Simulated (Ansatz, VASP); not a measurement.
## One calculation of BiTe, two programs

The input INCAR:

```
SYSTEM = BiTe
PREC = Accurate
ENCUT = 520
EDIFF = 1E-6
ISMEAR = 0
SIGMA = 0.1
LREAL = .FALSE.
LASPH = .TRUE.
NELM = 60
ALGO = Normal
ISIF = 2
LWAVE = .FALSE.
LCHARG = .TRUE.
GGA = PS
LELF = .TRUE.
LVHAR = .TRUE.
NBANDS = 18
```

Contents of KPOINTS:

```
Automatic mesh
0
G
  12 12 12
  0 0 0
```

File POSCAR:

```
BiTe
1.0
    2.4227077728      1.3987509848      3.3172919545
   -2.4227077728      1.3987509848      3.3172919545
    0.0000000000     -2.7975019696      3.3172919545
Bi Te
1 1
Direct
    0.5000000000      0.5000000000      0.5000000000
    0.0000000000      0.0000000000      0.0000000000
```

Input for Ansatz:

```yaml
crystal:
  lattice:
    - [2.4227077728, 1.3987509848, 3.3172919545]
    - [-2.4227077728, 1.3987509848, 3.3172919545]
    - [0.0, -2.7975019696, 3.3172919545]
  atoms:
    - { symbol: Bi, position: [0.5, 0.5, 0.5] }
    - { symbol: Te, position: [0.0, 0.0, 0.0] }
basis:
  ecutwfc: 420
kpoints:
  mp_grid: { grid: [12, 12, 12] }
hamiltonian:
  xc: pbesol
scf:
  occupations: { method: gaussian, width: 0.1 }
output:
  forces: true
  stress: true
  eigenvalues: true
  populations: true
```

Alike in both runs: task single point; functional PBEsol; k mesh 12 × 12 × 12; occupations gaussian, width 0.1 eV; no spin polarisation.

```csv
,VASP,Ansatz
version,VASP 6.6.1,Ansatz 0.2.0
potentials or method,"VASP PAW PBE potentials, release 64 (Bi_d, Te), cutoff 520 eV","scalar-relativistic, plane waves, PAW"
valence electrons in the cell,21,31
```

Ansatz gave:

| Property | Result |
| --- | --- |
| gap on the k mesh at the Fermi level (eV) | none |
| pressure (GPa) | -2.5 |
| traceless stress, the component that is largest in VASP (GPa) | 0.13 |

Problem. Estimate VASP's values.

Solution. gap on the k mesh at the Fermi level (eV): none; pressure (GPa): -2.6; traceless stress, the component that is largest in VASP (GPa): 0.13.

VASP's potentials were made for PBE, not for PBEsol. A gap of «none» marks a metal or a gap that the smearing closes. VASP's potentials hold 21 valence electrons a cell and Ansatz's 31, so a difference there can come from the potentials and not from the codes.

Spin-orbit coupling is off throughout.
